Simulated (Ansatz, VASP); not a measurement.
**Two plane-wave programs on MgO**

Contents of INCAR:

```
SYSTEM = MgO
PREC = Accurate ; ENCUT = 520
EDIFF = 1E-6 ; ISMEAR = 0
SIGMA = 0.05 ; LREAL = .False.
LASPH = .True. ; NELM = 60
ALGO = Normal ; ISIF = 2
LWAVE = .False. ; LCHARG = .False.
GGA = PE ; NBANDS = 11
```

KPOINTS

```
regular mesh
0
Gamma
  12 12 8
  0 0 0
```

Contents of POSCAR:

```
MgO
1.0
    3.0258562102      0.0000000000      0.0000000000
   -1.5129281051      2.4678197047      0.0000000000
    0.0000000000      0.0000000000      2.6797873418
Mg O
1 1
Direct
    0.0000000000      0.0000000000      0.0000000000
    0.3333333333      0.6666666667      0.5000000000
```

Input for Ansatz:

```yaml
crystal:
  lattice:
    - [3.0258562102, 0.0, 0.0]
    - [-1.5129281051, 2.4678197047, 0.0]
    - [0.0, 0.0, 2.6797873418]
  atoms:
    - { symbol: Mg, position: [0.0, 0.0, 0.0] }
    - { symbol: O, position: [0.3333333333, 0.6666666667, 0.5] }
basis:
  ecutwfc: 420
kpoints:
  mp_grid: { grid: [12, 12, 8] }
hamiltonian:
  xc: pbe
scf:
  occupations: { method: gaussian, width: 0.05 }
output:
  forces: true
  stress: true
  eigenvalues: true
```

Change from the starting cell: strain +0.0300 x Voigt [1, -1, 0, 0, 0, 0], atoms carried along.

Alike in both runs: task single point; functional PBE; k mesh 12 × 12 × 8; occupations gaussian, width 0.05 eV; no spin polarisation.

```csv
,VASP,Ansatz
version,VASP 6.6.1,Ansatz 0.2.0
potentials or method,"VASP PAW PBE potentials, release 64 (Mg, O), cutoff 520 eV","scalar-relativistic, plane waves, PAW"
valence electrons in the cell,8,16
```

|  | VASP | Ansatz | Ansatz less VASP |
| --- | --- | --- | --- |
| gap on the k mesh at the Fermi level (eV) | 2.96 | 2.98 | +0.024 |
| least direct gap on the mesh (eV) | 3.39 | 3.41 | +0.018 |
| pressure (GPa) | -0.3 | 0.4 | +0.63 |
| traceless stress, the component that is largest in VASP (GPa) | 6.72 | 6.60 | -0.118 |
| rms of the force components (eV/Å) | 0.015 | 0.014 | -0.0012 |

Atom by atom the forces differ by 0.001 eV/Å (rms over components). VASP's potentials hold 8 valence electrons a cell and Ansatz's 16, so a difference there can come from the potentials and not from the codes.
